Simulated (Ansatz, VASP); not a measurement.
Mg3Cd2Te3 in VASP and in Ansatz

```xyz
8
Lattice="-3.0163 3.0163 6.6639 3.0163 -3.0163 6.6639 3.0163 3.0163 -6.6639" Properties=species:S:1:pos:R:3 pbc="T T T"
Mg    0.0000    3.0163    0.0000
Mg    3.0163    0.0000    0.0000
Mg    0.0000    0.0000    6.6639
Cd    0.0000    3.0163    3.3319
Cd    3.0163    0.0000    3.3319
Te    0.0000    0.0000    0.0000
Te    0.0000    0.0000    9.3596
Te    0.0000    0.0000    3.9681
```

Alike in both runs: functional PBE; k mesh 4 × 4 × 4; occupations gaussian, width 0.2 eV; no spin polarisation.

Ansatz relaxed the structure, and its values are those at the end. VASP's run is a single point on that final structure, the one shown.

|  | VASP | Ansatz |
| --- | --- | --- |
| version | VASP 6.6.1 | Ansatz 0.2.0 |
| potentials or method | VASP PAW PBE potentials, release 64 (Mg, Cd, Te), cutoff 520 eV | scalar-relativistic, plane waves, PAW |
| valence electrons in the cell | 48 | 118 |

Ansatz gave:

* gap on the k mesh at the Fermi level (eV): none
* pressure (GPa): 0.1
* rms of the force components (eV/Å): 0.003

Which values does VASP return?

gap on the k mesh at the Fermi level (eV): none; pressure (GPa): 0.1; rms of the force components (eV/Å): 0.002.

A gap of «none» marks a metal or a gap that the smearing closes. VASP's potentials hold 48 valence electrons a cell and Ansatz's 118, so a difference there can come from the potentials and not from the codes.

The k mesh is coarse, so the values compare programs but aren't converged. Neither program's run includes spin-orbit coupling.
